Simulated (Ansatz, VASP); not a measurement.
## One calculation of Zr, two programs

```
Zr
1.0
    -1.79397    1.79397    1.79397
     1.79397   -1.79397    1.79397
     1.79397    1.79397   -1.79397
Zr
1
Direct
  0.00000 0.00000 0.00000
```

Alike in both runs: task single point; functional PBE; k mesh 8 × 8 × 8; occupations gaussian, width 0.05 eV; no spin polarisation.

```csv
,VASP,Ansatz
version,VASP 6.6.1,Ansatz 0.2.0
potentials or method,"VASP PAW PBE potentials, release 64 (Zr_sv), cutoff 500 eV","scalar-relativistic, plane waves, PAW"
valence electrons in the cell,12,12
```

|  | VASP | Ansatz | Ansatz less VASP |
| --- | --- | --- | --- |
| gap on the k mesh at the Fermi level (eV) | none | none | - |
| pressure (GPa) | -0.4 | -0.4 | -0.05 |

A gap of «none» marks a metal or a gap that the smearing closes.
